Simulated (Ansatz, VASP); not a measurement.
# GaAs in VASP and in Ansatz

```
Ga As
1.0
     0.00000    2.82685    2.74204
     2.82685    0.00000    2.74204
     2.82685    2.82685    0.00000
Ga As
1 1
Direct
  0.00000 0.00000 0.00000
  0.25000 0.25000 0.25000
```

Change from the starting cell: z stretched by -3 %, ions relaxed.

Alike in both runs: functional PBE; k mesh 13 × 13 × 13; occupations fermi-dirac, width 0.02 eV; no spin polarisation.

Ansatz relaxed the structure, and its values are those at the end. VASP's run is a single point on that final structure, the one shown.

|  | VASP | Ansatz |
| --- | --- | --- |
| version | VASP 6.6.1 | Ansatz 0.2.0 |
| potentials or method | VASP PAW PBE potentials, release 64 (Ga_d, As) | plane-wave PAW, scalar-relativistic |
| plane-wave cutoff (eV) | 520 | 420 |
| valence electrons in the cell | 18 | 28 |

Ansatz gave:

```
pressure (GPa) : 5.8
```

**Question.** Estimate VASP's values.

**Answer.** Pressure (GPa): 6.0.

VASP's potentials hold 18 valence electrons a cell and Ansatz's 28, so a difference there can come from the potentials and not from the codes. Ansatz's warnings: stress scf threshold loose.
